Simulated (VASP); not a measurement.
Wanted: the native input for a VASP 6.6.1 run.

```yaml
Task: single point
Functional: r2SCAN
Potentials_or_basis: VASP PAW PBE potentials, release 64 (Ag, I)
Cutoff: 550 eV
k_mesh: 6 × 6 × 6
Occupations: fermi-dirac, width 0.02 eV
Spin: no spin polarisation
Dipole_correction: no
Further_INCAR_settings: ALGO = Normal; EDIFF = 1e-06; NBANDS = 16
```

The system is AgI.

```
CELL_PARAMETERS angstrom
0.00000 3.28863 3.28863
3.28863 0.00000 3.28863
3.28863 3.28863 0.00000
ATOMIC_POSITIONS crystal
Ag 0.00000 0.00000 0.00000
I 0.25000 0.25000 0.25000
```

The input as run:

POSCAR

```
AgI
1.0
    0.0000000000      3.2886327781      3.2886327781
    3.2886327781      0.0000000000      3.2886327781
    3.2886327781      3.2886327781      0.0000000000
Ag I
1 1
Direct
    0.0000000000      0.0000000000      0.0000000000
    0.2500000000      0.2500000000      0.2500000000
```

INCAR.step1

```
PREC = Accurate
ENCUT = 550
ISMEAR = -1
SIGMA = 0.02
LREAL = F
LASPH = T
NELM = 120
NBANDS = 16
GGA = PE
ALGO = Normal
EDIFF = 1E-5
LWAVE = T
LCHARG = F
GGA_COMPAT = F
```

INCAR.step2

```
PREC = Accurate
ENCUT = 550
EDIFF = 1E-6
ISMEAR = -1
SIGMA = 0.02
LREAL = F
LASPH = T
NELM = 120
ALGO = Normal
ISIF = 2
LWAVE = F
LCHARG = F
METAGGA = R2SCAN
LMIXTAU = T
NBANDS = 16
ISTART = 1
GGA_COMPAT = F
```

KPOINTS

```
regular mesh
0
Gamma
  6 6 6
```

Potentials or basis: VASP PAW PBE potentials, release 64 (Ag, I).

Command:

```console
$ cat potpaw_PBE.64/Ag/POTCAR potpaw_PBE.64/I/POTCAR > POTCAR
$ cp INCAR.step1 INCAR
$ mpirun -np 1 vasp_std > vasp.out
$ cp INCAR.step2 INCAR
$ mpirun -np 1 vasp_std > vasp.out
```

Results of the run:

```yaml
Pressure: -0.1 GPa
Band_gap_on_the_k_mesh: 1.79 eV, direct
```

Caveat: the PAW data sets were made with another functional, which shifts forces and pressure a little; spin-orbit coupling is left out, which moves the levels of the heavy elements.

Run time: 71 s on 1 thread of Intel(R) Xeon(R) Platinum 8488C (Sapphire Rapids) (shared host), peak memory 0.23 GiB.
